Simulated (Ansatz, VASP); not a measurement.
## Two plane-wave programs on AlSn4

File INCAR:

```
SYSTEM = AlSn4
PREC = Accurate ; ENCUT = 600
EDIFF = 1E-6 ; ISMEAR = 0
SIGMA = 0.1 ; LREAL = .False.
LASPH = .True. ; NELM = 80
ALGO = Normal ; ISIF = 3
LWAVE = .False. ; LCHARG = .False.
GGA = PE ; IBRION = 2
NSW = 90 ; EDIFFG = -0.04
```

Contents of KPOINTS:

```
Automatic mesh
0
Gamma
  4 4 4
  0 0 0
```

The input POSCAR:

```
AlSn4
1.0
    4.8494660200      0.0000000000      0.0000000000
    0.0000000000      4.8494660200      0.0000000000
    0.0000000000      0.0000000000      4.8494660200
Al Sn
1 4
Direct
    0.5000000000      0.5000000000      0.5000000000
    0.0000000000      0.5000000000      0.5000000000
    0.5000000000      0.5000000000      0.0000000000
    0.5000000000      0.0000000000      0.5000000000
    0.0000000000      0.0000000000      0.0000000000
```

Input for Ansatz:

```yaml
crystal:
  lattice:
    - [4.84946602, 0.0, 0.0]
    - [0.0, 4.84946602, 0.0]
    - [0.0, 0.0, 4.84946602]
  atoms:
    - { symbol: Al, position: [0.5, 0.5, 0.5] }
    - { symbol: Sn, position: [0.0, 0.5, 0.5] }
    - { symbol: Sn, position: [0.5, 0.5, 0.0] }
    - { symbol: Sn, position: [0.5, 0.0, 0.5] }
    - { symbol: Sn, position: [0.0, 0.0, 0.0] }
basis:
  ecutwfc: 420
kpoints:
  mp_grid: { grid: [4, 4, 4] }
hamiltonian:
  xc: pbe
scf:
  occupations: { method: gaussian, width: 0.1 }
  lower_state_search: "off"
output:
  forces: true
  stress: true
  eigenvalues: true
relax:
  adjacent_minimum: "off"
  f_tol: 0.04
  max_steps: 70
  cell: { stress_tol: 0.4 }
```

Change from the starting cell: species swapped into the Fe4N type (Pm-3m, No. 221).

Alike in both runs: task relaxation of cell and atoms; functional PBE; k mesh 4 × 4 × 4; occupations gaussian, width 0.1 eV; no spin polarisation.

|  | VASP | Ansatz |
| --- | --- | --- |
| version | VASP 6.6.1 | Ansatz 0.2.0 |
| potentials or method | VASP PAW PBE potentials, release 64 (Al, Sn_d), cutoff 600 eV | scalar-relativistic, plane waves, PAW |
| valence electrons in the cell | 59 | 59 |

Ansatz gave:

```
gap on the k mesh at the Fermi level, each at its own relaxed structure (eV)  : none
relaxed volume (Å³/atom)                                                      : 30.27
relaxed length of the cell vector where the two differ most in proportion (Å) : 5.329
```

Q: Which values does VASP return?

A: gap on the k mesh at the Fermi level, each at its own relaxed structure (eV): none; relaxed volume (Å³/atom): 30.10; relaxed length of the cell vector where the two differ most in proportion (Å): 5.319.

A gap of «none» marks a metal or a gap that the smearing closes.

Noted on VASP's run: the volume moved by over 15 % at a fixed basis, so the end points are rough.
